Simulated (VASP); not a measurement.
Input of a VASP 6.6.1 run:

Contents of INCAR:

```
PREC = Accurate
ENCUT = 500
EDIFF = 1E-6
ISMEAR = 0
SIGMA = 0.02
LREAL = F
LASPH = T
NELM = 120
ALGO = Normal
ISIF = 2
LWAVE = F
LCHARG = T
GGA = PS
LELF = T
LVHAR = T
NBANDS = 16
GGA_COMPAT = F
```

File KPOINTS:

```
regular mesh
0
Gamma
  8 6 8
```

POSCAR

```
AlP
1.0
    3.8682424602      0.0000000000      0.0000000000
    0.0000000000      5.4705209498      0.0000000000
    0.0000000000      0.0000000000      3.8682424602
Al P
2 2
Direct
    0.0000000000      0.0000000000      0.0000000000
    0.5000000000      0.5000000000      0.5000000000
    0.0000000000      0.2500000000      0.5000000000
    0.5000000000      0.7500000000      0.0000000000
```

Potentials or basis: VASP PAW PBE potentials, release 64 (Al, P).

The run is started by

```bash
$ cat potpaw_PBE.64/Al/POTCAR potpaw_PBE.64/P/POTCAR > POTCAR
$ mpirun -np 1 vasp_std > vasp.out
```

(1) Estimate the band gap on the k mesh.

(2) What does it give for the pressure?

Answers

(1) 1.45 eV.

(2) 0.0 GPa.

Caveat: the PAW data sets were made with another functional, which shifts forces and pressure a little.
